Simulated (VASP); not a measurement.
# TiO2 (P4_2/mnm) in VASP: notebook

The runs below take TiO2 through single point, with r2SCAN, PBE.

Program: VASP 6.6.1. These are calculated values, not measurements. Logs are shortened: lines on timing, memory, paths and dates and some standing lists are left out, and cuts for length are marked.

## (1) The cell of the first run

It takes space group P4_2/mnm (No. 136, tetragonal). Conventional cell: a = 4.687 Å, b = 4.687 Å, c = 3.011 Å, α = 90.00°, β = 90.00°, γ = 90.00°. Ti (site symmetry mmm) has 6 O at 1.99 to 2.02 Å within 2.6 Å. Within 2.6 Å of O (site symmetry m2m) lie 3 Ti at 1.99 to 2.02 Å and 1 O at 2.59 Å.

## (2) Single point, r2SCAN (11.03 Å³/atom)

Input file POSCAR:

```
TiO2
1.0
    4.6870106896      0.0000000000      0.0000000000
    0.0000000000      4.6870106896      0.0000000000
    0.0000000000      0.0000000000      3.0114176484
Ti O
2 4
Direct
    0.0000000000      0.0000000000      0.0000000000
    0.5000000000      0.5000000000      0.5000000000
    0.3046432207      0.3046432207      0.0000000000
    0.1953567793      0.8046432207      0.5000000000
    0.8046432207      0.1953567793      0.5000000000
    0.6953567793      0.6953567793      0.0000000000
```

Input file INCAR.step1:

```
PREC = Accurate
ENCUT = 520
ISMEAR = 0
SIGMA = 0.01
LREAL = False
LASPH = True
NELM = 80
NBANDS = 33
GGA = PE
ALGO = Normal
EDIFF = 1E-4
LWAVE = True
LCHARG = False
```

Input file INCAR.step2:

```
PREC = Accurate
ENCUT = 520
EDIFF = 1E-6
ISMEAR = 0
SIGMA = 0.01
LREAL = False
LASPH = True
NELM = 80
ALGO = Normal
ISIF = 2
LWAVE = False
LCHARG = True
METAGGA = R2SCAN
LMIXTAU = True
LELF = True
LVHAR = True
NBANDS = 33
ISTART = 1
```

Input file KPOINTS:

```
Automatic mesh
0
Gamma
  4 4 8
```

Potentials or basis: VASP PAW PBE potentials, release 64 (Ti_sv, O).

Command:

```bash
> cat potpaw_PBE.64/Ti_sv/POTCAR potpaw_PBE.64/O/POTCAR > POTCAR
> cp INCAR.step1 INCAR
> mpirun -np 1 vasp_std > vasp.out
> cp INCAR.step2 INCAR
> mpirun -np 1 vasp_std > vasp.out
```

OUTCAR:

```text
PREC = Accurate
   ENCUT = 520
   EDIFF = 1E-6
   ISMEAR = 0
   LREAL = False
   LASPH = True
   NELM = 80
   ISIF = 2
   METAGGA = R2SCAN
   ISTART = 1

 ion  position               nearest neighbor table
   1  0.000  0.000  0.000-   4 1.99   5 1.99   4 1.99   5 1.99   3 2.02   6 2.02
   2  0.500  0.500  0.500-   3 1.99   6 1.99   3 1.99   6 1.99   5 2.02   4 2.02
   3  0.305  0.305  0.000-   2 1.99   2 1.99   1 2.02
   4  0.195  0.805  0.500-   1 1.99   1 1.99   2 2.02
   5  0.805  0.195  0.500-   1 1.99   1 1.99   2 2.02
   6  0.695  0.695  0.000-   2 1.99   2 1.99   1 2.02

  LATTYP: Found a simple tetragonal cell.
 ALAT       =     4.6870106896
 C/A-ratio  =     0.6425028334

  Lattice vectors:

 A1 = (   4.6870106896,   0.0000000000,   0.0000000000)
 A2 = (   0.0000000000,   4.6870106896,   0.0000000000)
 A3 = (   0.0000000000,   0.0000000000,   3.0114176484)

Analysis of symmetry for initial positions (statically):
=====================================================================
 Subroutine PRICEL returns:
 Original cell was already a primitive cell.

 Routine SETGRP: Setting up the symmetry group for a
 simple tetragonal supercell.

 Subroutine GETGRP returns: Found 16 space group operations
 (whereof  8 operations were pure point group operations)
 out of a pool of 16 trial point group operations.

The static configuration has the point symmetry D_2h.
 The point group associated with its full space group is D_4h.

Analysis of symmetry for dynamics (positions and initial velocities):
=====================================================================
 Subroutine PRICEL returns:
 Original cell was already a primitive cell.

 Routine SETGRP: Setting up the symmetry group for a
 simple tetragonal supercell.

 Subroutine GETGRP returns: Found 16 space group operations
 (whereof  8 operations were pure point group operations)
 out of a pool of 16 trial point group operations.

The dynamic configuration has the point symmetry D_2h.
 The point group associated with its full space group is D_4h.

 Subroutine INISYM returns: Found 16 space group operations
 (whereof  8 operations are pure point group operations),
 and found     1 'primitive' translations

----------------------------------------------------------------------------------------

                                     Primitive cell

  volume of cell :      66.1550

  direct lattice vectors                    reciprocal lattice vectors
     4.687010690  0.000000000  0.000000000     0.213355605  0.000000000  0.000000000
     0.000000000  4.687010690  0.000000000     0.000000000  0.213355605  0.000000000
     0.000000000  0.000000000  3.011417648     0.000000000  0.000000000  0.332069516

  length of vectors
     4.687010690  4.687010690  3.011417648     0.213355605  0.213355605  0.332069516

  position of ions in fractional coordinates (direct lattice)
     0.000000000  0.000000000  0.000000000
     0.500000000  0.500000000  0.500000000
     0.304643221  0.304643221  0.000000000
     0.195356779  0.804643221  0.500000000
     0.804643221  0.195356779  0.500000000
     0.695356779  0.695356779  0.000000000

  ion indices of the primitive-cell ions
   primitive index   ion index
                 1           1
                 2           2
                 3           3
                 4           4
                 5           5
                 6           6

----------------------------------------------------------------------------------------

 KPOINTS: Automatic mesh

Automatic generation of k-mesh.
 Grid dimensions read from file:
 generate k-points for:    4    4    8

 Generating k-lattice:

  Cartesian coordinates                     Fractional coordinates (reciprocal lattice)
     0.053338901  0.000000000  0.000000000     0.250000000  0.000000000  0.000000000
     0.000000000  0.053338901  0.000000000     0.000000000  0.250000000  0.000000000
     0.000000000  0.000000000  0.041508689     0.000000000  0.000000000  0.125000000

  Length of vectors
     0.053338901  0.053338901  0.041508689

  Shift w.r.t. Gamma in fractional coordinates (k-lattice)
     0.000000000  0.000000000  0.000000000

 Subroutine IBZKPT returns following result:
 ===========================================

 Found     30 irreducible k-points:

 Following reciprocal coordinates:
            Coordinates               Weight
  0.000000  0.000000  0.000000      1.000000
  0.250000  0.000000  0.000000      4.000000
  0.500000  0.000000  0.000000      2.000000
  0.250000  0.250000  0.000000      4.000000
  0.500000  0.250000  0.000000      4.000000
  0.500000  0.500000  0.000000      1.000000
[... 16 lines left out ...]
  0.500000  0.250000  0.375000      8.000000
  0.500000  0.500000  0.375000      2.000000
 [... further k-points ...]
   k-points           NKPTS =     30   k-points in BZ     NKDIM =     30   number of bands    NBANDS=     33
   number of dos      NEDOS =    301   number of ions     NIONS =      6
   total plane-waves  NPLWV =  31104
   dimension x,y,z NGX =    36 NGY =   36 NGZ =   24
   dimension x,y,z NGXF=    72 NGYF=   72 NGZF=   48
   ions per type =               2   4
   NGX,Y,Z   is equivalent  to a cutoff of  12.77, 12.77, 13.25 a.u.
   NGXF,Y,Z  is equivalent  to a cutoff of  25.54, 25.54, 26.50 a.u.
 SYSTEM =  unknown system
   PREC   = accura    normal or accurate (medium, high low for compatibility)
   ISTART =      1    job   : 0-new  1-cont  2-samecut
   ICHARG =      0    charge: 1-file 2-atom 10-const
   ISPIN  =      1    spin polarized calculation?
   LNONCOLLINEAR =      F non collinear calculations
   LSORBIT =      F    spin-orbit coupling
   LASPH  =      T    aspherical Exc in radial PAW
   ENCUT  =  520.0 eV  38.22 Ry    6.18 a.u.   8.71  8.71  5.60*2*pi/ulx,y,z
   NELM   =     80;   NELMIN=  2; NELMDL=  0     # of ELM steps
   EDIFF  = 0.1E-05   stopping-criterion for ELM
   LREAL  =      F    real-space projection
   EDIFFG = 0.1E-04   stopping-criterion for IOM
   NSW    =      0    number of steps for IOM
   IBRION =     -1    ionic relax: 0-MD 1-quasi-New 2-CG
   NFREE  =      0    steps in history (QN), initial steepest desc. (CG)
   ISIF   =      2    stress and relaxation
   ISYM   =      2    0-nonsym 1-usesym 2-fastsym
   POTIM  = 0.5000    time-step for ionic-motion
   TEBEG  =    0.0;   TEEND  =   0.0 temperature during run
   PSTRESS=    0.0 pullay stress
   NELECT =      48.0000    total number of electrons
   NUPDOWN=      -1.0000    fix difference up-down
   EMIN   =  10.00;   EMAX   =-10.00  energy-range for DOS
   EFERMI =   0.00;   METHOD = LEGACY
   ISMEAR =     0;   SIGMA  =   0.01  broadening in eV -4-tet -1-fermi 0-gaus
   EFERMI_NEDOS =   21; number of points for ismear=-14 and -15
   IALGO  =     38    algorithm
   IMIX   =      4    mixing-type and parameters
     AMIX     =   0.40;   BMIX     =  1.00
     AMIX_MAG =   1.60;   BMIX_MAG =  1.00
  volume/ion in A,a.u.               =      11.03        74.41
  Fermi-wavevector in a.u.,A,eV,Ry     =   1.471073  2.779925 29.443774  2.164056
  Thomas-Fermi vector in A             =   2.586253
   LORBIT       =      0    0 simple, 1 ext, 2 COOP (PROOUT), +10 PAW based schemes
   METAGGA = R2SCAN    functional components
   LHFCALC =     F    Hartree Fock is set to
   AEXX    =    0.0000 exact exchange contribution
   IVDW    =     0    specifies the selected vdW correction
   LEPSILON=     F    determine dielectric tensor
   LRPA    =     F    only Hartree local field effects (RPA)
 non-spin polarized calculation
 Gauss-broadening in eV      SIGMA  =   0.01
  energy-cutoff  :      520.00
  volume of cell :       66.16
 maximum number of plane-waves:      1819
 NGX is ok and might be reduce to    36
   NGX = 17   NGY = 17   NGZ = 11

 number of electron      48.0000004 magnetization

 Free energy of the ion-electron system (eV)
  ---------------------------------------------------
  ext. energy  EPLUGINS =         0.00000000
  ---------------------------------------------------
  free energy    TOTEN  =       -69.66793372 eV

  energy without entropy =      -69.66793372  energy(sigma->0) =      -69.66793372

 E-fermi :   4.0561     XC(G=0): -11.8254

 val. band max:        3.9585702487   @ k =   0.0000   0.0000   0.0000
 cond. band min:       6.0314586881   @ k =   0.0000   0.0000   0.0000
 fundamental gap:      2.0728884393
 Fermi energy:         4.0561392045

 k-point     1 :       0.0000    0.0000    0.0000
  band No.  band energies     occupation
      1     -55.4142      2.00000
      2     -55.4012      2.00000
      3     -30.6214      2.00000
      4     -30.6214      2.00000
      5     -30.4834      2.00000
      6     -30.4834      2.00000
[... 25 lines left out ...]
     32      10.4058      0.00000
     33      10.4058      0.00000

 k-point     2 :       0.2500    0.0000    0.0000
  band No.  band energies     occupation
      1     -55.4122      2.00000
      2     -55.4031      2.00000
      3     -30.6057      2.00000
      4     -30.6047      2.00000
      5     -30.5015      2.00000
      6     -30.5004      2.00000
[... 25 lines left out ...]
     32      10.2301      0.00000
     33      10.2617      0.00000

 k-point     3 :       0.5000    0.0000    0.0000
  band No.  band energies     occupation
      1     -55.4076      2.00000
      2     -55.4076      2.00000
      3     -30.5798      2.00000
      4     -30.5798      2.00000
      5     -30.5277      2.00000
      6     -30.5277      2.00000
[... 25 lines left out ...]
     32       9.8771      0.00000
     33      10.0707      0.00000

 k-point     4 :       0.2500    0.2500    0.0000
  band No.  band energies     occupation
      1     -55.4109      2.00000
      2     -55.4044      2.00000
      3     -30.6257      2.00000
      4     -30.5800      2.00000
      5     -30.5274      2.00000
      6     -30.4806      2.00000
[... 673 lines left out ...]
     32       9.6814      0.00000
     33       9.7390      0.00000

 k-point    23 :       0.5000    0.2500    0.3750
  band No.  band energies     occupation
      1     -55.3807      2.00000
      2     -55.3807      2.00000
      3     -30.7638      2.00000
      4     -30.7638      2.00000
      5     -30.5203      2.00000
      6     -30.5203      2.00000
[... 25 lines left out ...]
     32       9.0395      0.00000
     33      10.4410      0.00000

 k-point    24 :       0.5000    0.5000    0.3750
  band No.  band energies     occupation
      1     -55.3806      2.00000
      2     -55.3806      2.00000
      3     -30.7585      2.00000
      4     -30.7585      2.00000
      5     -30.5317      2.00000
      6     -30.5317      2.00000
[... 25 lines left out ...]
     32       9.7298      0.00000
     33       9.7671      0.00000

 [... further k-points ...]

------------------------ aborting loop because EDIFF is reached ----------------------------------------

  FORCE on cell =-STRESS in cart. coord.  units (eV):
  Direction    XX          YY          ZZ          XY          YZ          ZX
  --------------------------------------------------------------------------------------
  -------------------------------------------------------------------------------------
  Total       -4.5402436     -4.5402436     -5.6777334      0.0000000      0.0000000      0.0000000
  in kB     -109.9580054   -109.9580054   -137.5063320      0.0000000      0.0000000      0.0000000
  external PRESSURE =    -119.1407810 kB  Pullay stress =       0.0000000 kB

 VOLUME and BASIS-vectors are now :
 -----------------------------------------------------------------------------
  energy-cutoff  :      520.00
  volume of cell :       66.16
      direct lattice vectors                 reciprocal lattice vectors
     4.687010690  0.000000000  0.000000000     0.213355605  0.000000000  0.000000000
     0.000000000  4.687010690  0.000000000     0.000000000  0.213355605  0.000000000
     0.000000000  0.000000000  3.011417648     0.000000000  0.000000000  0.332069516

 POSITION                                       TOTAL-FORCE (eV/Angst)
 -----------------------------------------------------------------------------------
      0.00000      0.00000      0.00000         0.000000     -0.000000      0.000000
      2.34351      2.34351      1.50571         0.000000     -0.000000      0.000000
      1.42787      1.42787      0.00000         0.170698      0.170698     -0.000000
      0.91564      3.77137      1.50571        -0.170698      0.170698     -0.000000
      3.77137      0.91564      1.50571         0.170698     -0.170698      0.000000
      3.25914      3.25914      0.00000        -0.170698     -0.170698      0.000000
 -----------------------------------------------------------------------------------
    total drift:                                0.000000      0.000000      0.000000

  FREE ENERGIE OF THE ION-ELECTRON SYSTEM (eV)
  ---------------------------------------------------
  free  energy   TOTEN  =       -69.6679337243 eV

  energy  without entropy=      -69.6679337243  energy(sigma->0) =      -69.66793372
```

Wall time 7.5 min (1 thread of AMD EPYC 7R13, shared host); peak memory 0.17 GiB.

Results:

```
Free energy            : -69.6679 eV
Pressure               : -11.9 GPa
Largest force          : 0.241 eV/Å
Band gap on the k mesh : 2.07 eV
```

Forces on the atoms (eV/Å):
```
Ti   0.000  0.000  0.000
Ti   0.000  0.000  0.000
O    0.171  0.171  0.000
O   -0.171  0.171  0.000
O    0.171 -0.171  0.000
O   -0.171 -0.171  0.000
```

Caveat: the cell stands under tension; the structure was generated, so it needn't be the stable form of TiO2; the PAW data sets were made with another functional, which shifts forces and pressure a little. A k mesh can miss the band edges.

## (3) Single point, PBE

This run uses another cell than the first one, of 10.40 Å³/atom.

Input file INCAR:

```
SYSTEM = TiO2
PREC = Accurate ; ENCUT = 520
EDIFF = 1E-6 ; ISMEAR = 0
SIGMA = 0.01 ; LREAL = .FALSE.
LASPH = .TRUE. ; NELM = 60
ALGO = Normal ; ISIF = 2
LWAVE = .FALSE. ; LCHARG = .FALSE.
GGA = PE ; NBANDS = 33
```

Input file KPOINTS:

```
regular mesh
0
G
  6 6 8
  0 0 0
```

Changes to POSCAR since step 2:

```diff
@@ -2,5 +2,5 @@
 1.0
-    4.6870106896      0.0000000000      0.0000000000
-    0.0000000000      4.6870106896      0.0000000000
-    0.0000000000      0.0000000000      3.0114176484
+    4.5968534198      0.0000000000      0.0000000000
+    0.0000000000      4.5968534198      0.0000000000
+    0.0000000000      0.0000000000      2.9534913471
 Ti O
```

Potentials or basis: VASP PAW PBE potentials, release 64 (Ti_sv, O).

Command:

```bash
> cat potpaw_PBE.64/Ti_sv/POTCAR potpaw_PBE.64/O/POTCAR > POTCAR
> mpirun -np 1 vasp_std > vasp.out
```

OUTCAR:

```text
SYSTEM = TiO2
   PREC = Accurate
   ENCUT = 520
   EDIFF = 1E-6
   ISMEAR = 0
   LREAL = .FALSE.
   LASPH = .TRUE.
   NELM = 60
   ISIF = 2
   GGA = PE

 ion  position               nearest neighbor table
   1  0.000  0.000  0.000-   4 1.95   5 1.95   4 1.95   5 1.95   3 1.98   6 1.98
   2  0.500  0.500  0.500-   3 1.95   6 1.95   3 1.95   6 1.95   5 1.98   4 1.98
   3  0.305  0.305  0.000-   2 1.95   2 1.95   1 1.98
   4  0.195  0.805  0.500-   1 1.95   1 1.95   2 1.98
   5  0.805  0.195  0.500-   1 1.95   1 1.95   2 1.98
   6  0.695  0.695  0.000-   2 1.95   2 1.95   1 1.98

[... 1073 lines left out ...]
  -------------------------------------------------------------------------------------
  Total        2.2881071      2.2881071      2.3124569     -0.0000000      0.0000000      0.0000000
  in kB       58.7394551     58.7394551     59.3645547     -0.0000000      0.0000000      0.0000000
  external PRESSURE =      58.9478217 kB  Pullay stress =       0.0000000 kB

 VOLUME and BASIS-vectors are now :
 -----------------------------------------------------------------------------
  energy-cutoff  :      520.00
  volume of cell :       62.41
      direct lattice vectors                 reciprocal lattice vectors
     4.596853420  0.000000000  0.000000000     0.217540110  0.000000000  0.000000000
     0.000000000  4.596853420  0.000000000     0.000000000  0.217540110  0.000000000
     0.000000000  0.000000000  2.953491347     0.000000000  0.000000000  0.338582336

 POSITION                                       TOTAL-FORCE (eV/Angst)
 -----------------------------------------------------------------------------------
      0.00000      0.00000      0.00000         0.000000      0.000000      0.000000
      2.29843      2.29843      1.47675         0.000000      0.000000      0.000000
      1.40040      1.40040      0.00000        -0.057646     -0.057646      0.000000
      0.89803      3.69883      1.47675         0.057646     -0.057646      0.000000
      3.69883      0.89803      1.47675        -0.057646      0.057646     -0.000000
      3.19645      3.19645      0.00000         0.057646      0.057646     -0.000000
 -----------------------------------------------------------------------------------
    total drift:                                0.000000      0.000000      0.000000

  FREE ENERGIE OF THE ION-ELECTRON SYSTEM (eV)
  ---------------------------------------------------
  free  energy   TOTEN  =       -53.6447946309 eV

  energy  without entropy=      -53.6447946309  energy(sigma->0) =      -53.64479463
```

OSZICAR:

```text
N       E                     dE             d eps       ncg     rms          rms(c)
DAV:   1     0.651594642183E+03    0.65159E+03   -0.24308E+04  3300   0.172E+03
DAV:   2     0.260730559172E+02   -0.62552E+03   -0.57878E+03  3585   0.513E+02
DAV:   3    -0.662994988477E+02   -0.92373E+02   -0.90531E+02  4524   0.188E+02
DAV:   4    -0.709446897208E+02   -0.46452E+01   -0.46351E+01  4792   0.403E+01
DAV:   5    -0.711156156563E+02   -0.17093E+00   -0.17091E+00  4378   0.624E+00    0.315E+01
DAV:   6    -0.539624841580E+02    0.17153E+02   -0.74743E+01  4330   0.886E+01    0.110E+01
DAV:   7    -0.539148022906E+02    0.47682E-01   -0.13252E+01  4113   0.328E+01    0.922E+00
DAV:   8    -0.537986247421E+02    0.11618E+00   -0.48705E-01  4127   0.520E+00    0.740E+00
DAV:   9    -0.538118202539E+02   -0.13196E-01   -0.13611E+00  4281   0.137E+01    0.365E+00
DAV:  10    -0.536539085186E+02    0.15791E+00   -0.68982E-01  4123   0.825E+00    0.893E-01
DAV:  11    -0.536464205037E+02    0.74880E-02   -0.33057E-02  3921   0.140E+00    0.504E-01
DAV:  12    -0.536454356829E+02    0.98482E-03   -0.79255E-03  3746   0.840E-01    0.201E-01
DAV:  13    -0.536448262449E+02    0.60944E-03   -0.13612E-03  4548   0.345E-01    0.557E-02
DAV:  14    -0.536448255047E+02    0.74013E-06   -0.83243E-05  4262   0.740E-02    0.475E-02
DAV:  15    -0.536447936523E+02    0.31852E-04   -0.99014E-05  4413   0.922E-02    0.341E-03
DAV:  16    -0.536447948098E+02   -0.11574E-05   -0.83489E-06  3453   0.225E-02    0.591E-03
DAV:  17    -0.536447946309E+02    0.17891E-06   -0.10335E-06  2452   0.133E-02
   1 F= -.53644795E+02 E0= -.53644795E+02  d E =-.114990E-14
```

stdout:

```text
POSCAR found type information on POSCAR TiO
 POSCAR found :  2 types and       6 ions
 scaLAPACK will be used
 LDA part: xc-table for (Slater+PW92), standard interpolation
 POSCAR, INCAR and KPOINTS ok, starting setup
 FFT: planning ... GRIDC
 FFT: planning ... GRID_SOFT
 FFT: planning ... GRID
 WAVECAR not read
 entering main loop
```

Run time: 3.1 min. Hardware: 1 thread of AMD EPYC 7R13, shared host; peak memory 0.19 GiB.

Results:

```yaml
Free_energy: -53.6448 eV
Pressure: 5.9 GPa
Largest_force: 0.082 eV/Å
Band_gap_on_the_k_mesh: 1.86 eV
```

Forces on the atoms (eV/Å):
```
Ti   0.000  0.000  0.000
Ti   0.000  0.000  0.000
O   -0.058 -0.058  0.000
O    0.058 -0.058  0.000
O   -0.058  0.058  0.000
O    0.058  0.058  0.000
```

Caveat: the cell stands under pressure; the structure was generated, so it needn't be the stable form of TiO2.
